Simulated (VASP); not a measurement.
# LiTi36O72 (a cell with a defect) in VASP: single point with PBE

Aim: the single point of LiTi36O72 (a cell with a defect) with PBE.

Program: VASP 6.6.1. These are calculated values, not measurements. Logs are shortened: lines on timing, memory, paths and dates and some standing lists are left out, and cuts for length are marked.

## Step 1: The cell of the first run

The cell holds a defect, 109 atoms: a = 11.396 Å, b = 11.396 Å, c = 11.091 Å, α = 110.03°, β = 110.03°, γ = 90.00°.

## Step 2: Single point, PBE

INCAR

```
SYSTEM = LiTi36O72
PREC     = Accurate       ! precision mode
ENCUT    = 520            ! plane-wave cutoff, eV
EDIFF    = 1E-6           ! SCF threshold, eV
ISMEAR   = -1             ! smearing method
SIGMA    = 0.01           ! smearing width, eV
LREAL    = Auto         
LASPH    = .TRUE.         ! aspherical terms in the spheres
NELM     = 100            ! most SCF steps
ALGO     = Normal         ! electronic algorithm
ISIF     = 2              ! what is computed and relaxed
LWAVE    = .FALSE.        ! write WAVECAR
LCHARG   = .FALSE.        ! write CHGCAR
GGA      = PE             ! functional
NELECT   = 866.0        
NBANDS   = 494            ! bands
```

KPOINTS

```
Automatic mesh
0
G
  1 1 1
  0 0 0
```

POSCAR

```
LiTi36O72
1.0
    0.0000000000    -11.3955101200      0.0000000000
   11.3955101200      0.0000000000      0.0000000000
   -3.7985033700      3.7985033700      9.7031425200
Ti O Li
36 72 1
Direct
    0.0000100330     -0.0029033074     -0.0018069404
    0.2540418106      0.0788033194      0.2493518976
    0.0006029747     -0.0004240087      0.5016431522
    0.2488998509      0.0840214049      0.7493450689
    0.0000336293      0.3342799210     -0.0018467213
    0.2539989204      0.4216639025      0.2493416947
[... 101 lines left out ...]
    0.9317706881      0.9314209890      0.7937837648
    0.0833794465      0.2501937426      0.2504503046
```

Potentials or basis: VASP PAW PBE potentials, release 64 (Ti_sv, O, Li_sv).

Started as:

```sh
$ cat potpaw_PBE.64/Ti_sv/POTCAR potpaw_PBE.64/O/POTCAR potpaw_PBE.64/Li_sv/POTCAR > POTCAR
$ mpirun -np 1 vasp_gam > vasp.out
```

OUTCAR:

```text
SYSTEM = LiTi36O72
   PREC = Accurate
   ENCUT = 520
   EDIFF = 1E-6
   ISMEAR = -1
   LREAL = Auto
   LASPH = .TRUE.
   NELM = 100
   ISIF = 2
   GGA = PE
   NELECT = 866.0

 ion  position               nearest neighbor table
   1  0.000  0.997  0.998- 105 1.92  39 1.94  87 1.96  89 1.96 108 1.98  38 2.03
   2  0.254  0.079  0.249-  56 1.90  62 1.90  40 1.99  38 1.99  39 2.01  37 2.01 109 2.76
   3  0.001  1.000  0.502-  43 1.94 101 1.94  91 1.95  85 1.96  42 1.99 104 2.03
   4  0.249  0.084  0.749-  44 1.93  42 1.93  66 1.95  60 1.95  43 2.01  41 2.01
   5  0.000  0.334  0.998-  97 1.93  47 1.94  89 1.95  95 1.96  92 1.99  46 2.03
   6  0.254  0.422  0.249-  48 1.89  70 1.90  46 1.99  45 2.00  40 2.01  47 2.01
   7  0.999  0.333  0.501-  99 1.93  85 1.94  51 1.95  93 1.96  50 1.99  88 2.03
   8  0.249  0.417  0.748-  52 1.93  50 1.93  74 1.95  44 1.96  49 2.00  51 2.03
[... 15 lines left out ...]
  24  0.583  0.750  0.749-  84 1.94 106 1.94  82 1.94  76 1.95  83 2.01  81 2.01
  25  0.666  0.999  0.997-  81 1.94  87 1.94  65 1.95  63 1.95  84 1.99  86 2.04
  26  0.911  0.079  0.249-  86 1.89 104 1.90  88 1.99  87 2.00  38 2.00  85 2.01 109 2.76
  27  0.667  0.999  0.500-  77 1.93  91 1.93  67 1.95  61 1.95  80 2.01  90 2.02
  28  0.916  0.084  0.751-  90 1.93  92 1.93 108 1.95  42 1.96  91 2.00  89 2.03
  29  0.666  0.332  0.997-  65 1.93  95 1.94  71 1.95  73 1.95  68 1.99  94 2.03
  30  0.911  0.422  0.249-  94 1.89  96 1.89  95 2.00  93 2.00  88 2.01  46 2.01
  31  0.666  0.332  0.499-  99 1.94  61 1.94  75 1.94  69 1.95  64 2.00  98 2.03
  32  0.915  0.418  0.749-  98 1.93 100 1.93  92 1.97  50 1.97  97 2.01  99 2.01
  33  0.667  0.666  1.000- 103 1.94  73 1.94  81 1.95  79 1.95 102 2.01  76 2.02
  34  0.915  0.750  0.249- 102 1.93 104 1.94  96 1.94  54 1.95 103 2.00 101 2.02
  35  0.667  0.666  0.499-  69 1.94 107 1.94  83 1.95  77 1.95  72 2.01 106 2.02
  36  0.915  0.750  0.749- 106 1.93 100 1.94 108 1.95  58 1.96 107 1.99 105 2.02
  37  0.322  0.152  0.456-  19 1.94  15 1.96   2 2.01
  38  0.069  0.075  0.207- 109 1.88   2 1.99  26 2.00   1 2.03
  39  0.181  0.011  0.043-   1 1.94  13 1.96   2 2.01
  40  0.259  0.264  0.292- 109 1.88   2 1.99   6 2.01  19 2.03
  41  0.317  0.153  0.956-  17 1.94  13 1.95   4 2.01
  42  0.069  0.068  0.707-   4 1.93  28 1.96   3 1.99
  43  0.180  0.015  0.542-   3 1.94  15 1.95   4 2.01
  44  0.265  0.264  0.792-   4 1.93   8 1.96  17 1.99
  45  0.321  0.486  0.456-  23 1.94  19 1.96   6 2.00
  46  0.069  0.397  0.207- 109 1.88   6 1.99  30 2.01   5 2.03
  47  0.181  0.351  0.043-   5 1.94  17 1.96   6 2.01
  48  0.262  0.598  0.292-   6 1.89  10 1.94  23 2.04
  49  0.318  0.485  0.954-  21 1.93  17 1.95   8 2.00
  50  0.069  0.401  0.705-   8 1.93  32 1.97   7 1.99
  51  0.179  0.347  0.538-   7 1.95  19 1.96   8 2.03
  52  0.264  0.597  0.791-   8 1.93  12 1.94  21 2.02
[... 33 lines left out ...]
  86  0.735  0.070  0.207-  26 1.89  14 1.94  25 2.04
  87  0.847  0.012  0.043-  25 1.94   1 1.96  26 2.00
  88  0.936  0.264  0.292- 109 1.88  26 1.99  30 2.01   7 2.03
  89  0.986  0.154  0.960-   5 1.95   1 1.96  28 2.03
  90  0.736  0.069  0.708-  28 1.93  16 1.94  27 2.02
  91  0.848  0.015  0.544-  27 1.93   3 1.95  28 2.00
  92  0.932  0.264  0.793-  28 1.93  32 1.97   5 1.99
  93  0.982  0.486  0.456-  11 1.94   7 1.96  30 2.00
  94  0.735  0.401  0.207-  30 1.89  18 1.94  29 2.03
[... 12 lines left out ...]
 107  0.847  0.682  0.543-  35 1.94  11 1.95  36 1.99
 108  0.932  0.931  0.794-  36 1.95  28 1.95   1 1.98
 109  0.083  0.250  0.250-  88 1.88  46 1.88  40 1.88  38 1.88   2 2.76  26 2.76

  LATTYP: Found a base centered monoclinic cell.
 ALAT       =    16.1156849619
 B/A-ratio  =     1.0000000000
 C/A-ratio  =     0.6882057812
 COS(beta)  =    -0.4843512539

  Lattice vectors:

 A1 = (   0.0000000000, -11.3955101200,   0.0000000000)
 A2 = (  11.3955101200,   0.0000000000,   0.0000000000)
 A3 = (  -3.7985033700,   3.7985033700,   9.7031425200)

Analysis of symmetry for initial positions (statically):
=====================================================================
 Subroutine PRICEL returns:
 Original cell was already a primitive cell.

 Routine SETGRP: Setting up the symmetry group for a
 base centered monoclinic supercell.

 Subroutine GETGRP returns: Found  1 space group operations
 (whereof  1 operations were pure point group operations)
 out of a pool of  4 trial point group operations.

The static configuration has the point symmetry C_1 .

Analysis of symmetry for dynamics (positions and initial velocities):
=====================================================================
 Subroutine PRICEL returns:
 Original cell was already a primitive cell.

 Routine SETGRP: Setting up the symmetry group for a
 base centered monoclinic supercell.

 Subroutine GETGRP returns: Found  1 space group operations
 (whereof  1 operations were pure point group operations)
 out of a pool of  4 trial point group operations.

The dynamic configuration has the point symmetry C_1 .

 Subroutine INISYM returns: Found  1 space group operations
 (whereof  1 operations are pure point group operations),
 and found     1 'primitive' translations

----------------------------------------------------------------------------------------

                                     Primitive cell

  volume of cell :    1260.0273

  direct lattice vectors                    reciprocal lattice vectors
     0.000000000-11.395510120  0.000000000     0.000000000 -0.087753860  0.034353132
    11.395510120  0.000000000  0.000000000     0.087753860  0.000000000  0.034353132
    -3.798503370  3.798503370  9.703142520     0.000000000  0.000000000  0.103059395

  length of vectors
    11.395510120 11.395510120 11.090907558     0.094238408  0.094238408  0.103059395

  position of ions in fractional coordinates (direct lattice)
     0.000010033  0.997096693  0.998193060
     0.254041811  0.078803319  0.249351898
     0.000602975  0.999575991  0.501643152
     0.248899851  0.084021405  0.749345069
     0.000033629  0.334279921  0.998153279
     0.253998920  0.421663903  0.249341695
[... 101 lines left out ...]
     0.931770688  0.931420989  0.793783765
     0.083379446  0.250193743  0.250450305

  ion indices of the primitive-cell ions
   primitive index   ion index
                 1           1
                 2           2
                 3           3
                 4           4
                 5           5
                 6           6
[... 101 lines left out ...]
               108         108
               109         109

----------------------------------------------------------------------------------------

 KPOINTS: Automatic mesh

Automatic generation of k-mesh.
 Grid dimensions read from file:
 generate k-points for:    1    1    1

 Generating k-lattice:

  Cartesian coordinates                     Fractional coordinates (reciprocal lattice)
     0.000000000 -0.087753860  0.034353132     1.000000000  0.000000000  0.000000000
     0.087753860  0.000000000  0.034353132     0.000000000  1.000000000  0.000000000
     0.000000000  0.000000000  0.103059395     0.000000000  0.000000000  1.000000000

  Length of vectors
   k-points           NKPTS =      1   k-points in BZ     NKDIM =      1   number of bands    NBANDS=    494
   number of dos      NEDOS =    301   number of ions     NIONS =    109
   total plane-waves  NPLWV = 680400
   dimension x,y,z NGX =    90 NGY =   90 NGZ =   84
   dimension x,y,z NGXF=   180 NGYF=  180 NGZF=  168
   ions per type =              36  72   1
   NGX,Y,Z   is equivalent  to a cutoff of  13.13, 13.13, 12.59 a.u.
   NGXF,Y,Z  is equivalent  to a cutoff of  26.26, 26.26, 25.18 a.u.
 SYSTEM =  LiTi36O72
   PREC   = accura    normal or accurate (medium, high low for compatibility)
   ISTART =      0    job   : 0-new  1-cont  2-samecut
   ICHARG =      2    charge: 1-file 2-atom 10-const
   ISPIN  =      1    spin polarized calculation?
   LNONCOLLINEAR =      F non collinear calculations
   LSORBIT =      F    spin-orbit coupling
   LASPH  =      T    aspherical Exc in radial PAW
   ENCUT  =  520.0 eV  38.22 Ry    6.18 a.u.  21.19 21.19 20.62*2*pi/ulx,y,z
   NELM   =    100;   NELMIN=  2; NELMDL= -5     # of ELM steps
   EDIFF  = 0.1E-05   stopping-criterion for ELM
   LREAL  =      T    real-space projection
   EDIFFG = 0.1E-04   stopping-criterion for IOM
   NSW    =      0    number of steps for IOM
[... 5 lines left out ...]
   TEBEG  =    0.0;   TEEND  =   0.0 temperature during run
   PSTRESS=    0.0 pullay stress
   NELECT =     866.0000    total number of electrons
   NUPDOWN=      -1.0000    fix difference up-down
   EMIN   =  10.00;   EMAX   =-10.00  energy-range for DOS
   EFERMI =   0.00;   METHOD = LEGACY
   ISMEAR =    -1;   SIGMA  =   0.01  broadening in eV -4-tet -1-fermi 0-gaus
   EFERMI_NEDOS =   21; number of points for ismear=-14 and -15
   IALGO  =     38    algorithm
   IMIX   =      4    mixing-type and parameters
     AMIX     =   0.40;   BMIX     =  1.00
     AMIX_MAG =   1.60;   BMIX_MAG =  1.00
  volume/ion in A,a.u.               =      11.56        78.01
  Fermi-wavevector in a.u.,A,eV,Ry     =   1.444733  2.730149 28.398792  2.087252
  Thomas-Fermi vector in A             =   2.562994
   LORBIT       =      0    0 simple, 1 ext, 2 COOP (PROOUT), +10 PAW based schemes
   GGA     = PE    functional components
   LHFCALC =     F    Hartree Fock is set to
   AEXX    =    0.0000 exact exchange contribution
   IVDW    =     0    specifies the selected vdW correction
   LEPSILON=     F    determine dielectric tensor
   LRPA    =     F    only Hartree local field effects (RPA)
 non-spin polarized calculation
  energy-cutoff  :      520.00
  volume of cell :     1260.03
 maximum number of plane-waves:     16944
 NGX is ok and might be reduce to    90
   NGX = 43   NGY = 43   NGZ = 41

 number of electron     865.9999856 magnetization

 Free energy of the ion-electron system (eV)
  ---------------------------------------------------
  ext. energy  EPLUGINS =         0.00000000
  ---------------------------------------------------
  free energy    TOTEN  =      -979.06015588 eV

  energy without entropy =     -979.06015588  energy(sigma->0) =     -979.06015588

 E-fermi :   3.4448     XC(G=0): -10.6080

 val. band max:        3.1133918164   @ k =   0.0000   0.0000   0.0000
 cond. band min:       5.3204689706   @ k =   0.0000   0.0000   0.0000
 fundamental gap:      2.2070771542
 Fermi energy:         3.4447574299

 k-point     1 :       0.0000    0.0000    0.0000
  band No.  band energies     occupation
      1     -53.2639      2.00000
      2     -53.2569      2.00000
      3     -53.2568      2.00000
      4     -53.2526      2.00000
      5     -53.2522      2.00000
      6     -53.2514      2.00000
[... 437 lines left out ...]
    444       6.2210      0.00000
    445       6.2218      0.00000
 [bands above 445 left out]

------------------------ aborting loop because EDIFF is reached ----------------------------------------

  FORCE on cell =-STRESS in cart. coord.  units (eV):
  Direction    XX          YY          ZZ          XY          YZ          ZX
  --------------------------------------------------------------------------------------
  -------------------------------------------------------------------------------------
  Total       -4.8145040     -4.6906843     -1.5273063     -0.1741204      0.3861841     -0.3746719
  in kB       -6.1218429     -5.9644010     -1.9420337     -0.2214013      0.4910492     -0.4764110
  external PRESSURE =      -4.6760925 kB  Pullay stress =       0.0000000 kB

 VOLUME and BASIS-vectors are now :
 -----------------------------------------------------------------------------
  energy-cutoff  :      520.00
  volume of cell :     1260.03
      direct lattice vectors                 reciprocal lattice vectors
     0.000000000-11.395510120  0.000000000     0.000000000 -0.087753860  0.034353132
    11.395510120  0.000000000  0.000000000     0.087753860  0.000000000  0.034353132
    -3.798503370  3.798503370  9.703142520     0.000000000  0.000000000  0.103059395

 POSITION                                       TOTAL-FORCE (eV/Angst)
 -----------------------------------------------------------------------------------
      7.57079      3.79153      9.68561         0.014611      0.002735      0.022331
     -0.04916     -1.94777      2.41950         0.019689      0.023983      0.000461
      9.48519      1.89862      4.86751         0.006769     -0.007165     -0.008456
     -1.88892      0.01005      7.27100         0.004975      0.005783     -0.013421
      0.01780      3.79111      9.68522        -0.009690     -0.000858      0.018440
      3.85795     -1.94732      2.41940        -0.037158      0.021273      0.003927
[... 101 lines left out ...]
      7.59883     -7.60281      7.70220        -0.003122     -0.000627     -0.023736
      1.89975      0.00118      2.43015         0.003850     -0.000972     -0.003388
 -----------------------------------------------------------------------------------
    total drift:                                0.037590      0.006396     -0.064817

  FREE ENERGIE OF THE ION-ELECTRON SYSTEM (eV)
  ---------------------------------------------------
  free  energy   TOTEN  =      -979.0601558846 eV

  energy  without entropy=     -979.0601558846  energy(sigma->0) =     -979.06015588
```

It took 44 min on 1 thread of Oxide Virtual Turin-like, shared host; peak memory 1.3 GiB.

Results:

```yaml
Free_energy: -979.0602 eV
Largest_force: 0.043 eV/Å
```

Forces on the atoms (eV/Å):
```
Ti   0.015  0.003  0.022
Ti   0.020  0.024  0.000
Ti   0.007 -0.007 -0.008
Ti   0.005  0.006 -0.013
Ti  -0.010 -0.001  0.018
Ti  -0.037  0.021  0.004
Ti  -0.004 -0.002 -0.024
Ti  -0.009 -0.006 -0.012
Ti   0.006  0.006  0.000
Ti   0.009 -0.003  0.008
Ti   0.007 -0.006 -0.013
Ti   0.002 -0.009 -0.007
Ti  -0.001  0.000  0.013
Ti  -0.014 -0.005 -0.001
Ti   0.009  0.006 -0.010
Ti  -0.008 -0.001 -0.010
Ti  -0.002 -0.001  0.009
Ti   0.002 -0.002 -0.008
Ti  -0.002  0.014 -0.020
Ti  -0.005  0.007 -0.011
Ti   0.008  0.001 -0.003
Ti   0.005 -0.008 -0.008
Ti   0.007  0.009 -0.013
Ti   0.000  0.000 -0.004
Ti  -0.001  0.007  0.020
Ti   0.022 -0.030  0.008
Ti   0.003  0.005  0.000
Ti   0.000  0.001  0.019
Ti  -0.004  0.006  0.023
Ti  -0.023 -0.025  0.001
Ti   0.005  0.009  0.010
Ti  -0.003 -0.001 -0.001
Ti   0.002  0.003  0.000
Ti   0.010 -0.009  0.002
Ti   0.005  0.003 -0.001
Ti   0.003 -0.008  0.006
O   -0.003 -0.001  0.019
O   -0.010  0.006  0.015
O   -0.001 -0.009 -0.021
O    0.014 -0.009 -0.015
O   -0.002  0.001  0.022
O   -0.002  0.004  0.021
O    0.000 -0.001 -0.018
O    0.008  0.000 -0.019
O   -0.004  0.000  0.015
O    0.012  0.003  0.018
O   -0.001 -0.004 -0.016
O    0.017  0.002 -0.008
O    0.000  0.001  0.020
O   -0.001  0.012  0.024
O   -0.001  0.000 -0.022
O    0.002 -0.001 -0.012
O   -0.010 -0.001  0.015
O    0.000  0.004  0.018
O   -0.001 -0.003 -0.026
O   -0.024  0.000 -0.008
O   -0.009  0.002  0.022
O   -0.001  0.009  0.022
O   -0.002 -0.002 -0.021
O    0.002 -0.001 -0.022
O   -0.003 -0.001  0.025
O    0.001 -0.017  0.005
O    0.000 -0.007 -0.020
O    0.012  0.000 -0.017
O   -0.004  0.000  0.021
O   -0.001 -0.005  0.028
O   -0.001 -0.011 -0.019
O    0.009  0.001 -0.023
O   -0.003  0.000  0.024
O    0.000 -0.017  0.009
O    0.000 -0.004 -0.016
O    0.008  0.000 -0.016
O   -0.003  0.000  0.018
O    0.001 -0.009  0.025
O    0.000 -0.017 -0.016
O    0.005 -0.001 -0.018
O   -0.009  0.000  0.023
O    0.001 -0.003  0.018
O    0.000 -0.006 -0.022
O   -0.003 -0.002 -0.015
O   -0.004 -0.001  0.020
O   -0.001 -0.004  0.024
O    0.000 -0.009 -0.019
O    0.001  0.001 -0.021
O   -0.001  0.003  0.023
O    0.000  0.020  0.007
O   -0.002  0.001 -0.023
O    0.011  0.012 -0.013
O   -0.003  0.002  0.025
O   -0.001  0.011  0.015
O    0.000  0.004 -0.020
O    0.011  0.001 -0.025
O   -0.005  0.002  0.018
O   -0.001  0.017  0.010
O    0.001 -0.002 -0.020
O    0.014 -0.003 -0.010
O    0.012  0.003  0.017
O   -0.002  0.005  0.016
O    0.002  0.004 -0.017
O    0.001  0.000 -0.013
O   -0.010  0.001  0.017
O   -0.001  0.009  0.018
O   -0.002 -0.005 -0.028
O   -0.024  0.001 -0.009
O   -0.016  0.001  0.017
O   -0.002  0.007  0.013
O    0.001  0.001 -0.025
O   -0.003 -0.001 -0.024
Li   0.004 -0.001 -0.003
```

Caveat: the k points lie up to 0.65 Å⁻¹ apart; the cell carries a net charge on a neutralising background, which shifts energy and pressure; the cell is charged against a uniform background, so pressure and absolute levels hang on convention; the cutoff is under 1.25 times the usual one of these potentials, so pressure, stress and relaxed cells hold a basis-set (Pulay) error.
